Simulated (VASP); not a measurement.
# TiNi (Pm-3m) in VASP: further runs, part 2 of 2

VASP 6.6.1. Earlier steps stand in the parts before.

**5. Single point, PBEsol (equal strain along all axes, cell held: +3.0 %)**

INCAR reads:

```
SYSTEM = TiNi
PREC = Accurate
ENCUT = 520
EDIFF = 1E-7
ISMEAR = 0
SIGMA = 0.1
LREAL = .False.
LASPH = .True.
NELM = 60
ALGO = Normal
ISIF = 2
LWAVE = .False.
LCHARG = .True.
GGA = PS
LELF = .True.
LVHAR = .True.
NBANDS = 18
```

KPOINTS reads:

```
regular mesh
0
Gamma
  18 18 18
  0 0 0
```

POSCAR reads:

```
TiNi
1.0
    3.0599971294      0.0000000000      0.0000000000
    0.0000000000      3.0599971294      0.0000000000
    0.0000000000      0.0000000000      3.0599971294
Ti Ni
1 1
Direct
    0.5000000000      0.5000000000      0.5000000000
    0.0000000000      0.0000000000      0.0000000000
```

Launch:

```
> cat potpaw_PBE.64/Ti_sv/POTCAR potpaw_PBE.64/Ni/POTCAR > POTCAR
> mpirun -np 1 vasp_std > vasp.out
```

It took 3.2 min on 1 thread of AMD EPYC 7R13, shared host; peak memory 0.21 GiB.

It converged, with:

```yaml
Free_energy: -15.1030 eV
Pressure: -13.0 GPa
Band_gap_on_the_k_mesh: zero (bands 11 and 12 overlap by 1.59 eV)
```

Levels at points of the mesh, in eV from the Fermi level:
```tsv
k point	band 7	band 8	band 9	band 10	band 11	band 12	band 13	band 14	band 15	band 16
(0.00, 0.00, 0.00)	-3.53	-1.83	-1.83	-1.83	0.41	0.41	2.37	2.37	2.37	8.21
(0.50, 0.00, 0.00)	-2.50	-1.93	-1.93	-1.55	-0.64	-0.61	0.61	0.61	2.05	3.46
(0.50, 0.50, 0.00)	-2.52	-2.52	-1.19	-0.71	0.42	0.42	0.83	2.09	2.09	2.79
(0.50, 0.50, 0.50)	-2.62	-1.94	-1.94	-1.94	-1.17	-1.17	2.85	2.85	5.71	7.47
```

Caveat: the cell differs from its parent crystal (equal strain along all axes, cell held: +3.0 %); the cell stands under tension; the PAW data sets were made with another functional, which shifts forces and pressure a little.

**6. Single point, PBEsol (equal strain along all axes, cell held: +4.5 %)**

INCAR reads:

```
SYSTEM = TiNi
ALGO = Normal
EDIFF = 1E-6
ENCUT = 520
GGA = PS
ISIF = 2
ISMEAR = 0
LASPH = .TRUE.
LCHARG = .TRUE.
LELF = .TRUE.
LREAL = .FALSE.
LVHAR = .TRUE.
LWAVE = .FALSE.
NBANDS = 18
NELM = 60
PREC = Accurate
SIGMA = 0.1
```

KPOINTS reads:

```
k-points
0
G
  18 18 18
  0 0 0
```

POSCAR reads:

```
TiNi
1.0
    3.1045601944      0.0000000000      0.0000000000
    0.0000000000      3.1045601944      0.0000000000
    0.0000000000      0.0000000000      3.1045601944
Ti Ni
1 1
Direct
    0.5000000000      0.5000000000      0.5000000000
    0.0000000000      0.0000000000      0.0000000000
```

Potentials or basis: VASP PAW PBE potentials, release 64 (Ti_sv, Ni).

Launch:

```
> cat potpaw_PBE.64/Ti_sv/POTCAR potpaw_PBE.64/Ni/POTCAR > POTCAR
> mpirun -np 1 vasp_std > vasp.out
```

OUTCAR:

```text
SYSTEM = TiNi
   EDIFF = 1E-6
   ENCUT = 520
   GGA = PS
   ISIF = 2
   ISMEAR = 0
   LASPH = .TRUE.
   LREAL = .FALSE.
   NELM = 60
   PREC = Accurate

 ion  position               nearest neighbor table
   1  0.500  0.500  0.500-   2 2.69   2 2.69   2 2.69   2 2.69   2 2.69   2 2.69   2 2.69   2 2.69

   2  0.000  0.000  0.000-   1 2.69   1 2.69   1 2.69   1 2.69   1 2.69   1 2.69   1 2.69   1 2.69

  LATTYP: Found a simple cubic cell.
 ALAT       =     3.1045601944

  Lattice vectors:

 A1 = (   3.1045601944,   0.0000000000,   0.0000000000)
 A2 = (   0.0000000000,   3.1045601944,   0.0000000000)
 A3 = (   0.0000000000,   0.0000000000,   3.1045601944)

Analysis of symmetry for initial positions (statically):
=====================================================================
 Subroutine PRICEL returns:
 Original cell was already a primitive cell.

 Routine SETGRP: Setting up the symmetry group for a
 simple cubic supercell.

 Subroutine GETGRP returns: Found 48 space group operations
 (whereof 48 operations were pure point group operations)
 out of a pool of 48 trial point group operations.

[... 157 lines left out ...]
  ext. energy  EPLUGINS =         0.00000000
  ---------------------------------------------------
  free energy    TOTEN  =       -14.98159824 eV

  energy without entropy =      -14.96512693  energy(sigma->0) =      -14.97336259

 E-fermi :   8.0761     XC(G=0): -12.0566

 val. band max:        8.0752129294   @ k =   0.4444   0.4444   0.1111
 cond. band min:       8.0774529041   @ k =   0.3889   0.1667   0.0556
 fundamental gap:      0.0022399747
 Fermi energy:         8.0761070380

 k-point     1 :       0.0000    0.0000    0.0000
  band No.  band energies     occupation
      1     -49.0735      2.00000
      2     -25.2919      2.00000
      3     -25.2919      2.00000
      4     -25.2919      2.00000
      5       0.7630      2.00000
      6       4.7524      2.00000
[... 481 lines left out ...]
      5       2.7515      2.00000
      6       5.1465      2.00000
[... 10 lines left out ...]
     17      17.8232      0.00000
     18      19.6220      0.00000

 [... further k-points ...]
[... 5 lines left out ...]
  --------------------------------------------------------------------------------------
  -------------------------------------------------------------------------------------
  Total       -3.2732754     -3.2732754     -3.2732754      0.0000000     -0.0000000     -0.0000000
  in kB     -175.2640653   -175.2640653   -175.2640653      0.0000000     -0.0000000     -0.0000000
  external PRESSURE =    -175.2640653 kB  Pullay stress =       0.0000000 kB

 VOLUME and BASIS-vectors are now :
 -----------------------------------------------------------------------------
  energy-cutoff  :      520.00
  volume of cell :       29.92
      direct lattice vectors                 reciprocal lattice vectors
     3.104560194  0.000000000  0.000000000     0.322106816  0.000000000  0.000000000
     0.000000000  3.104560194  0.000000000     0.000000000  0.322106816  0.000000000
     0.000000000  0.000000000  3.104560194     0.000000000  0.000000000  0.322106816

 POSITION                                       TOTAL-FORCE (eV/Angst)
 -----------------------------------------------------------------------------------
      1.55228      1.55228      1.55228         0.000000      0.000000      0.000000
      0.00000      0.00000      0.00000         0.000000      0.000000      0.000000
 -----------------------------------------------------------------------------------
    total drift:                                0.000000      0.000000     -0.000000

  FREE ENERGIE OF THE ION-ELECTRON SYSTEM (eV)
  ---------------------------------------------------
  free  energy   TOTEN  =       -14.9815982405 eV

  energy  without entropy=      -14.9651269349  energy(sigma->0) =      -14.97336259
```

stdout:

```text
POSCAR found type information on POSCAR TiNi
 POSCAR found :  2 types and       2 ions
 scaLAPACK will be used
 -----------------------------------------------------------------------------
|                                                                             |
|                                                                             |
|     You enforced a specific xc type in the INCAR file but a different       |
|     I HOPE YOU KNOW WHAT YOU ARE DOING!                                     |
|                                                                             |
 -----------------------------------------------------------------------------

 LDA part: xc-table for (Slater+PW92), standard interpolation
 POSCAR, INCAR and KPOINTS ok, starting setup
 FFT: planning ... GRIDC
 FFT: planning ... GRID_SOFT
 FFT: planning ... GRID
 WAVECAR not read
 entering main loop
```

Wall time 2.8 min (1 thread of AMD EPYC 7R13, shared host); peak memory 0.21 GiB.

What came out:

| Item | Value |
| --- | --- |
| Free energy | -14.9816 eV |
| Pressure | -17.5 GPa |
| Band gap on the k mesh | zero (bands 11 and 12 overlap by 1.51 eV) |

Caveat: the cell differs from its parent crystal (equal strain along all axes, cell held: +4.5 %); the cell stands under tension; the PAW data sets were made with another functional, which shifts forces and pressure a little.

**7. The runs side by side**

```tsv
cell	gap on the mesh (eV)	pressure (GPa)
a = 2.926 Å, 2 atoms	none	8.3
a = 2.971 Å, 2 atoms	none	-0.3
a = 3.015 Å, 2 atoms	none	-7.3
a = 3.060 Å, 2 atoms	none	-13.0
a = 3.105 Å, 2 atoms	none	-17.5
```

Alike in all rows: task single point; level PBEsol; potentials or basis VASP PAW PBE potentials, release 64 (Ti_sv, Ni); no spin polarisation; k mesh 18 × 18 × 18; cutoff (eV) 520; smearing gaussian 0.1 eV.

Caveats: the PAW data sets were made with another functional, which shifts forces and pressure a little; the cell stands under tension (at least some runs); the cell stands under pressure (at least some runs).

Total energies depend on the potentials used, so only differences within one code and one set of settings carry meaning.
